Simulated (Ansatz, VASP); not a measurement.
# One calculation of Hf, two programs

POSCAR

```
Hf
1.0
    0.0000000000      2.2200000000      2.2200000000
    2.2200000000      0.0000000000      2.2200000000
    2.2200000000      2.2200000000      0.0000000000
Hf
1
Direct
    0.0000000000      0.0000000000      0.0000000000
```

Contents of INCAR.step1:

```
SYSTEM = Hf
ALGO     = Normal         ! electronic algorithm
EDIFF    = 1E-5           ! SCF threshold, eV
ENCUT    = 600            ! plane-wave cutoff, eV
GGA      = PE             ! functional
ISMEAR   = -1             ! smearing method
LASPH    = .TRUE.         ! aspherical terms in the spheres
LCHARG   = .FALSE.        ! write CHGCAR
LREAL    = .FALSE.        ! projectors in reciprocal space
LWAVE    = .TRUE.         ! write WAVECAR
NBANDS   = 11             ! bands
NELM     = 60             ! most SCF steps
PREC     = Accurate       ! precision mode
SIGMA    = 0.05           ! smearing width, eV
```

The input INCAR.step2:

```
SYSTEM = Hf
AEXX     = 0.25           ! exact-exchange fraction
ALGO     = Normal         ! electronic algorithm
EDIFF    = 1E-6           ! SCF threshold, eV
EDIFFG   = -0.01          ! ionic threshold
ENCUT    = 600            ! plane-wave cutoff, eV
GGA      = PE             ! functional
IBRION   = 2              ! ionic algorithm
ISIF     = 3              ! what is computed and relaxed
ISMEAR   = -1             ! smearing method
ISTART   = 1            
LASPH    = .TRUE.         ! aspherical terms in the spheres
LCHARG   = .FALSE.        ! write CHGCAR
LHFCALC  = .TRUE.         ! exact exchange
LREAL    = .FALSE.        ! projectors in reciprocal space
LWAVE    = .FALSE.        ! write WAVECAR
NELM     = 60             ! most SCF steps
NSW      = 60             ! ionic steps
PREC     = Accurate       ! precision mode
PRECFOCK = Normal       
SIGMA    = 0.05           ! smearing width, eV
```

File KPOINTS:

```
k-points
0
G
  5 5 5
  0 0 0
```

File input:

```
crystal:
  lattice:
    - [0.0, 2.22, 2.22]
    - [2.22, 0.0, 2.22]
    - [2.22, 2.22, 0.0]
  atoms:
    - { symbol: Hf, position: [0.0, 0.0, 0.0] }
hamiltonian:
  xc: pbe0
  pseudopotentials: { kind: paw }
kpoints:
  mp_grid: { grid: [5, 5, 5] }
scf:
  occupations: { method: fermi_dirac, width: 0.05 }
output:
  forces: true
  stress: true
  eigenvalues: true
relax:
  f_tol: 0.01
  max_steps: 40
  cell: { stress_tol: 0.05 }
```

Alike in both runs: task relaxation of cell and atoms; functional PBE0; k mesh 5 × 5 × 5; occupations fermi-dirac, width 0.05 eV; no spin polarisation.

```csv
,VASP,Ansatz
version,VASP 6.6.1,Ansatz 0.2.0
potentials or method,"VASP PAW PBE potentials, release 64 (Hf_pv)",Ansatz PAW
plane-wave cutoff (eV),600,420
valence electrons in the cell,10,26
```

|  | VASP | Ansatz | Ansatz less VASP |
| --- | --- | --- | --- |
| gap on the k mesh at the Fermi level, each at its own relaxed structure (eV) | none | none | - |
| relaxed volume (Å³/atom) | 22.28 | 22.71 | +0.430 |
| relaxed cell length with the largest relative difference (Å) | 3.158 | 3.178 | +0.0202 |

A gap of «none» marks a metal or a gap that the smearing closes. VASP's potentials hold 10 valence electrons a cell and Ansatz's 26, so a difference there can come from the potentials and not from the codes.

The k mesh is coarse, so the values compare programs but aren't converged. Spin-orbit coupling is off throughout. Noted on Ansatz's run: the plane-wave basis is chosen anew once the cell has moved, so the energies of steps on either side of that aren't comparable.
